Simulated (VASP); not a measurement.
# GaCo (Pm-3m) in VASP: density of states with PBE

Aim: the density of states of GaCo with PBE.

All numbers are computed with VASP 6.6.1; they aren't measurements. Logs are shortened: lines on timing, memory, paths and dates and some standing lists are left out, and cuts for length are marked.

### Step 1. The cell of the first run

Symmetry: Pm-3m, No. 221, cubic system. The conventional cell has a = 2.882 Å, b = 2.882 Å, c = 2.882 Å, α = 90.00°, β = 90.00°, γ = 90.00°. Within 3.3 Å of Ga (site symmetry m-3m) lie 8 Co at 2.50 Å and 6 Ga at 2.88 Å. Co (site symmetry m-3m) has 8 Ga at 2.50 Å and 6 Co at 2.88 Å within 3.3 Å.

### Step 2. Density of states, PBE, collinear spin, ferrimagnetic start

File POSCAR:

```
GaCo
1.0
    2.8817643550      0.0000000000      0.0000000000
    0.0000000000      2.8817643550      0.0000000000
    0.0000000000      0.0000000000      2.8817643550
Ga Co
1 1
Direct
    0.5000000000      0.5000000000      0.5000000000
    0.0000000000      0.0000000000      0.0000000000
```

File INCAR.step1:

```
PREC     = Accurate       # precision mode
ENCUT    = 520            # plane-wave cutoff, eV
EDIFF    = 1E-6           # SCF threshold, eV
ISMEAR   = 0              # smearing method
SIGMA    = 0.1            # smearing width, eV
LREAL    = F              # projectors in reciprocal space
LASPH    = T              # aspherical terms in the spheres
NELM     = 150            # most SCF steps
ALGO     = Normal         # electronic algorithm
ISIF     = 2              # what is computed and relaxed
LWAVE    = F              # write WAVECAR
LCHARG   = T              # write CHGCAR
ISPIN    = 2              # spin polarisation
MAGMOM   = -0.01 0.18     # initial moments
LMAXMIX  = 4              # l up to which the mixer works
GGA      = PE             # functional
NBANDS   = 22             # bands
```

File KPOINTS.step1:

```
Automatic mesh
0
Gamma
  14 14 14
```

File INCAR.step2:

```
PREC     = Accurate       # precision mode
ENCUT    = 520            # plane-wave cutoff, eV
EDIFF    = 1E-6           # SCF threshold, eV
ISMEAR   = -5             # smearing method
SIGMA    = 0.1            # smearing width, eV
LREAL    = F              # projectors in reciprocal space
LASPH    = T              # aspherical terms in the spheres
NELM     = 150            # most SCF steps
ALGO     = Normal         # electronic algorithm
ISIF     = 2              # what is computed and relaxed
LWAVE    = F              # write WAVECAR
LCHARG   = F              # write CHGCAR
ISPIN    = 2              # spin polarisation
MAGMOM   = -0.01 0.18     # initial moments
LORBIT   = 10             # projections on sites
LMAXMIX  = 4              # l up to which the mixer works
GGA      = PE             # functional
NBANDS   = 22             # bands
NEDOS    = 1001           # points of the DOS
ICHARG   = 11             # starting density
```

File KPOINTS.step2:

```
Automatic mesh
0
Gamma
  21 21 21
```

Potentials or basis: VASP PAW PBE potentials, release 64 (Ga_d, Co).

The run is started by

```bash
cat potpaw_PBE.64/Ga_d/POTCAR potpaw_PBE.64/Co/POTCAR > POTCAR
cp INCAR.step1 INCAR
cp KPOINTS.step1 KPOINTS
mpirun -np 1 vasp_std > vasp.out
cp INCAR.step2 INCAR
cp KPOINTS.step2 KPOINTS
mpirun -np 1 vasp_std > vasp.out
```

OUTCAR:

```text
PREC = Accurate
   ENCUT = 520
   EDIFF = 1E-6
   ISMEAR = -5
   LREAL = F
   LASPH = T
   NELM = 150
   ISIF = 2
   ISPIN = 2
   LORBIT = 10
   GGA = PE
   ICHARG = 11

 ion  position               nearest neighbor table
   1  0.500  0.500  0.500-   2 2.50   2 2.50   2 2.50   2 2.50   2 2.50   2 2.50   2 2.50   2 2.50

   2  0.000  0.000  0.000-   1 2.50   1 2.50   1 2.50   1 2.50   1 2.50   1 2.50   1 2.50   1 2.50

  LATTYP: Found a simple cubic cell.
 ALAT       =     2.8817643550

  Lattice vectors:

 A1 = (   2.8817643550,   0.0000000000,   0.0000000000)
 A2 = (   0.0000000000,   2.8817643550,   0.0000000000)
 A3 = (   0.0000000000,   0.0000000000,   2.8817643550)

Analysis of symmetry for initial positions (statically):
=====================================================================
 Subroutine PRICEL returns:
 Original cell was already a primitive cell.

 Routine SETGRP: Setting up the symmetry group for a
 simple cubic supercell.

 Subroutine GETGRP returns: Found 48 space group operations
 (whereof 48 operations were pure point group operations)
 out of a pool of 48 trial point group operations.

The static configuration has the point symmetry O_h .

Analysis of symmetry for dynamics (positions and initial velocities):
=====================================================================
 Subroutine PRICEL returns:
 Original cell was already a primitive cell.

 Routine SETGRP: Setting up the symmetry group for a
 simple cubic supercell.

 Subroutine GETGRP returns: Found 48 space group operations
 (whereof 48 operations were pure point group operations)
 out of a pool of 48 trial point group operations.

The dynamic configuration has the point symmetry O_h .

Analysis of structural, dynamic, and magnetic symmetry:
=====================================================================
 Subroutine PRICEL returns:
 Original cell was already a primitive cell.

 Routine SETGRP: Setting up the symmetry group for a
 simple cubic supercell.

 Subroutine GETGRP returns: Found 48 space group operations
 (whereof 48 operations were pure point group operations)
 out of a pool of 48 trial point group operations.

The overall configuration has the point symmetry O_h .

 Subroutine INISYM returns: Found 48 space group operations
 (whereof 48 operations are pure point group operations),
 and found     1 'primitive' translations

----------------------------------------------------------------------------------------

                                     Primitive cell

  volume of cell :      23.9318

  direct lattice vectors                    reciprocal lattice vectors
     2.881764355  0.000000000  0.000000000     0.347009636  0.000000000  0.000000000
     0.000000000  2.881764355  0.000000000     0.000000000  0.347009636  0.000000000
     0.000000000  0.000000000  2.881764355     0.000000000  0.000000000  0.347009636

  length of vectors
     2.881764355  2.881764355  2.881764355     0.347009636  0.347009636  0.347009636

  position of ions in fractional coordinates (direct lattice)
     0.500000000  0.500000000  0.500000000
     0.000000000  0.000000000  0.000000000

  ion indices of the primitive-cell ions
   primitive index   ion index
                 1           1
                 2           2

----------------------------------------------------------------------------------------

 KPOINTS: Automatic mesh

Automatic generation of k-mesh.
 Grid dimensions read from file:
 generate k-points for:   21   21   21

 Generating k-lattice:

  Cartesian coordinates                     Fractional coordinates (reciprocal lattice)
     0.016524268  0.000000000  0.000000000     0.047619048  0.000000000  0.000000000
     0.000000000  0.016524268  0.000000000     0.000000000  0.047619048  0.000000000
     0.000000000  0.000000000  0.016524268     0.000000000  0.000000000  0.047619048

  Length of vectors
     0.016524268  0.016524268  0.016524268

  Shift w.r.t. Gamma in fractional coordinates (k-lattice)
     0.000000000  0.000000000  0.000000000

 TETIRR: Found   4601 inequivalent tetrahedra from    55566

 Subroutine IBZKPT returns following result:
 ===========================================

 Found    286 irreducible k-points:

 Following reciprocal coordinates:
            Coordinates               Weight
  0.000000  0.000000  0.000000      1.000000
  0.047619  0.000000  0.000000      6.000000
  0.095238  0.000000  0.000000      6.000000
  0.142857  0.000000  0.000000      6.000000
  0.190476  0.000000  0.000000      6.000000
  0.238095  0.000000  0.000000      6.000000
[... 16 lines left out ...]
  0.142857  0.095238  0.000000     24.000000
  0.190476  0.095238  0.000000     24.000000
 [... further k-points ...]
   k-points           NKPTS =    286   k-points in BZ     NKDIM =    286   number of bands    NBANDS=     22
   number of dos      NEDOS =   1001   number of ions     NIONS =      2
   total plane-waves  NPLWV =  13824
   dimension x,y,z NGX =    24 NGY =   24 NGZ =   24
   dimension x,y,z NGXF=    48 NGYF=   48 NGZF=   48
   ions per type =               1   1
   NGX,Y,Z   is equivalent  to a cutoff of  13.85, 13.85, 13.85 a.u.
   NGXF,Y,Z  is equivalent  to a cutoff of  27.69, 27.69, 27.69 a.u.
 SYSTEM =  unknown system
   PREC   = accura    normal or accurate (medium, high low for compatibility)
   ISTART =      0    job   : 0-new  1-cont  2-samecut
   ICHARG =     11    charge: 1-file 2-atom 10-const
   ISPIN  =      2    spin polarized calculation?
   LNONCOLLINEAR =      F non collinear calculations
   LSORBIT =      F    spin-orbit coupling
   LASPH  =      T    aspherical Exc in radial PAW
   ENCUT  =  520.0 eV  38.22 Ry    6.18 a.u.   5.36  5.36  5.36*2*pi/ulx,y,z
   NELM   =    150;   NELMIN=  2; NELMDL=  0     # of ELM steps
   EDIFF  = 0.1E-05   stopping-criterion for ELM
   LREAL  =      F    real-space projection
   EDIFFG = 0.1E-04   stopping-criterion for IOM
   NSW    =      0    number of steps for IOM
   IBRION =     -1    ionic relax: 0-MD 1-quasi-New 2-CG
   NFREE  =      0    steps in history (QN), initial steepest desc. (CG)
   ISIF   =      2    stress and relaxation
   ISYM   =      2    0-nonsym 1-usesym 2-fastsym
   POTIM  = 0.5000    time-step for ionic-motion
   TEBEG  =    0.0;   TEEND  =   0.0 temperature during run
   PSTRESS=    0.0 pullay stress
   NELECT =      22.0000    total number of electrons
   NUPDOWN=      -1.0000    fix difference up-down
   EMIN   =  10.00;   EMAX   =-10.00  energy-range for DOS
   EFERMI =   0.00;   METHOD = LEGACY
   ISMEAR =    -5;   SIGMA  =   0.10  broadening in eV -4-tet -1-fermi 0-gaus
   EFERMI_NEDOS =   21; number of points for ismear=-14 and -15
   IALGO  =     38    algorithm
   IMIX   =      4    mixing-type and parameters
     AMIX     =   0.40;   BMIX     =  1.00
     AMIX_MAG =   1.60;   BMIX_MAG =  1.00
  volume/ion in A,a.u.               =      11.97        80.75
  Fermi-wavevector in a.u.,A,eV,Ry     =   1.591808  3.008080 34.475145  2.533852
  Thomas-Fermi vector in A             =   2.690291
   LORBIT       =     10    0 simple, 1 ext, 2 COOP (PROOUT), +10 PAW based schemes
   GGA     = PE    functional components
   LHFCALC =     F    Hartree Fock is set to
   AEXX    =    0.0000 exact exchange contribution
   IVDW    =     0    specifies the selected vdW correction
   LEPSILON=     F    determine dielectric tensor
   LRPA    =     F    only Hartree local field effects (RPA)
 spin polarized calculation
 Fermi weights with tetrahedron method with Bloechl corrections
  energy-cutoff  :      520.00
  volume of cell :       23.93
 maximum number of plane-waves:       660
 NGX is ok and might be reduce to    24

 number of electron      22.0000019 magnetization       0.0719054

 Free energy of the ion-electron system (eV)
  ---------------------------------------------------
  ext. energy  EPLUGINS =         0.00000000
  ---------------------------------------------------
  free energy    TOTEN  =       -10.47791140 eV

  energy without entropy =      -10.47791140  energy(sigma->0) =      -10.47791140

 E-fermi :   9.7723     XC(G=0): -13.1668

 val. band max:        9.8100399684   @ k =   0.4762   0.3333   0.2857
 cond. band min:       9.7565175152   @ k =   0.3810   0.3810   0.3810
 fundamental gap:     -0.0535224532
 Fermi energy:         9.7722613962

 spin component 1

 k-point     1 :       0.0000    0.0000    0.0000
  band No.  band energies     occupation
      1      -5.4346      1.00000
      2      -5.4346      1.00000
      3      -5.0920      1.00000
      4      -5.0920      1.00000
      5      -5.0920      1.00000
      6      -2.3071      1.00000
[... 14 lines left out ...]
     21      34.9631      0.00000
     22      34.9631      0.00000

 k-point     2 :       0.0476    0.0000    0.0000
  band No.  band energies     occupation
      1      -5.4334      1.00000
      2      -5.4286      1.00000
      3      -5.0942      1.00000
      4      -5.0942      1.00000
      5      -5.0915      1.00000
      6      -2.2644      1.00000
[... 14 lines left out ...]
     21      34.2999      0.00000
     22      34.3974      0.00000
[... 523 lines left out ...]
     21      32.1302      0.00000
     22      33.0651      0.00000

 k-point    24 :       0.1905    0.0952    0.0000
  band No.  band energies     occupation
      1      -5.4013      1.00000
      2      -5.3381      1.00000
      3      -5.1365      1.00000
      4      -5.1229      1.00000
      5      -5.0939      1.00000
      6      -1.4550      1.00000
[... 14 lines left out ...]
     21      32.4181      0.00000
     22      32.4886      0.00000

 [... further k-points ...]

 spin component 2

 k-point     1 :       0.0000    0.0000    0.0000
  band No.  band energies     occupation
      1      -5.4359      1.00000
      2      -5.4359      1.00000
      3      -5.0932      1.00000
      4      -5.0932      1.00000
      5      -5.0932      1.00000
      6      -2.3123      1.00000
[... 14 lines left out ...]
     21      34.9774      0.00000
     22      34.9774      0.00000

 k-point     2 :       0.0476    0.0000    0.0000
  band No.  band energies     occupation
      1      -5.4347      1.00000
      2      -5.4298      1.00000
      3      -5.0954      1.00000
      4      -5.0954      1.00000
      5      -5.0927      1.00000
      6      -2.2696      1.00000
[... 14 lines left out ...]
     21      34.3184      0.00000
     22      34.4077      0.00000
[... 523 lines left out ...]
     21      32.1297      0.00000
     22      33.0699      0.00000

 k-point    24 :       0.1905    0.0952    0.0000
  band No.  band energies     occupation
      1      -5.4026      1.00000
      2      -5.3393      1.00000
      3      -5.1378      1.00000
      4      -5.1241      1.00000
      5      -5.0951      1.00000
      6      -1.4602      1.00000
[... 14 lines left out ...]
     21      32.4161      0.00000
     22      32.4937      0.00000

 [... further k-points ...]

------------------------ aborting loop because EDIFF is reached ----------------------------------------

  FORCE on cell =-STRESS in cart. coord.  units (eV):
  Direction    XX          YY          ZZ          XY          YZ          ZX
  --------------------------------------------------------------------------------------
  -------------------------------------------------------------------------------------
  Total       -0.1168536     -0.1168536     -0.1168536      0.0000000      0.0000000      0.0000000
  in kB       -7.8230732     -7.8230732     -7.8230732      0.0000000      0.0000000      0.0000000
  external PRESSURE =      -7.8230732 kB  Pullay stress =       0.0000000 kB

 VOLUME and BASIS-vectors are now :
 -----------------------------------------------------------------------------
  energy-cutoff  :      520.00
  volume of cell :       23.93
      direct lattice vectors                 reciprocal lattice vectors
     2.881764355  0.000000000  0.000000000     0.347009636  0.000000000  0.000000000
     0.000000000  2.881764355  0.000000000     0.000000000  0.347009636  0.000000000
     0.000000000  0.000000000  2.881764355     0.000000000  0.000000000  0.347009636

 POSITION                                       TOTAL-FORCE (eV/Angst)
 -----------------------------------------------------------------------------------
      1.44088      1.44088      1.44088         0.000000      0.000000      0.000000
      0.00000      0.00000      0.00000         0.000000      0.000000      0.000000
 -----------------------------------------------------------------------------------
    total drift:                                0.000000      0.000000     -0.000000

  FREE ENERGIE OF THE ION-ELECTRON SYSTEM (eV)
  ---------------------------------------------------
  free  energy   TOTEN  =       -10.4779114001 eV

  energy  without entropy=      -10.4779114001  energy(sigma->0) =      -10.47791140

 total charge

# of ion       s       p       d       tot
------------------------------------------
    1        0.847   0.883  10.051  11.781
    2        0.385   0.451   7.508   8.344
--------------------------------------------------
tot          1.232   1.334  17.559  20.125

 magnetization (x)

# of ion       s       p       d       tot
------------------------------------------
    1       -0.001  -0.002  -0.002  -0.005
    2       -0.000  -0.001   0.070   0.068
--------------------------------------------------
tot         -0.001  -0.004   0.068   0.064
```

Wall time 2.5 min (1 thread of Intel Xeon Platinum 8488C (Sapphire Rapids), shared host); peak memory 0.35 GiB.

Results:

| Property | Result |
| --- | --- |
| Net moment | 0.07 μB per cell |
| Site moments | Ga -0.01; Co +0.07 μB |
| Valence electrons inside the program's atomic spheres | Ga 11.78; Co 8.34 |

Caveat: tetrahedron occupations give inexact forces and stress in metals.
